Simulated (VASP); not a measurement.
# I: single point with r2SCAN

Crystal: I.

```
I
1.0
     3.90253   -2.30069    0.00000
     3.90253    2.30069    0.00000
     0.00000    0.00000    9.92124
I
4
Direct
  0.84872 0.15128 0.12044
  0.15128 0.84872 0.87956
  0.34872 0.65128 0.37956
  0.65128 0.34872 0.62044
```

| Quantity | Value |
| --- | --- |
| Program | VASP 6.6.1 |
| Task | single point |
| Functional | r2SCAN |
| Potentials or basis | VASP PAW PBE potentials, release 64 (I) |
| Cutoff | 520 eV |
| k mesh | 6 × 6 × 4 |
| Occupations | gaussian, width 0.05 eV |
| Spin | no spin polarisation |
| Dipole correction | no |
| Further INCAR settings | ALGO = Normal; EDIFF = 1e-07; NBANDS = 22 |

```yaml
Pressure: 0.0 GPa
Largest_force: 0.034 eV/Å
Band_gap_on_the_k_mesh: 1.18 eV (least direct gap 1.24 eV)
```

Forces in eV/Å, atoms in the order of the input:
```
I    0.000  0.034 -0.004
I    0.000 -0.034  0.004
I    0.000  0.034  0.004
I    0.000 -0.034 -0.004
```

Stress tensor (GPa, compression positive):
```
-0.07  0.00  0.00
 0.00  0.03  0.00
 0.00  0.00  0.06
```

Levels at points of the mesh, in eV from the valence-band top:
| k point | band 12 | band 13 | band 14 | band 15 | band 16 | band 17 |
| --- | --- | --- | --- | --- | --- | --- |
| (0.00, 0.00, 0.00) | -0.55 | -0.44 | 0.00 | 1.24 | 2.22 | 5.53 |
| (0.50, 0.00, 0.00) | -1.49 | -0.68 | -0.68 | 2.30 | 2.30 | 5.79 |
| (0.50, 0.50, 0.00) | -1.41 | -0.69 | -0.39 | 1.18 | 2.01 | 5.55 |
| (0.00, 0.00, 0.50) | -0.95 | -0.18 | -0.18 | 1.61 | 1.61 | 5.92 |
| (0.50, 0.00, 0.50) | -0.85 | -0.10 | -0.10 | 1.58 | 1.58 | 6.16 |
| (0.50, 0.50, 0.50) | -1.14 | -1.04 | -1.04 | 1.49 | 1.49 | 6.46 |

It took 13 min on 1 thread of Intel Xeon 8259CL (shared host), peak memory 0.41 GiB.

Caveat: the PAW data sets were made with another functional, which shifts forces and pressure a little; spin-orbit coupling is left out, which moves the levels of the heavy elements. A k mesh can miss the band edges.
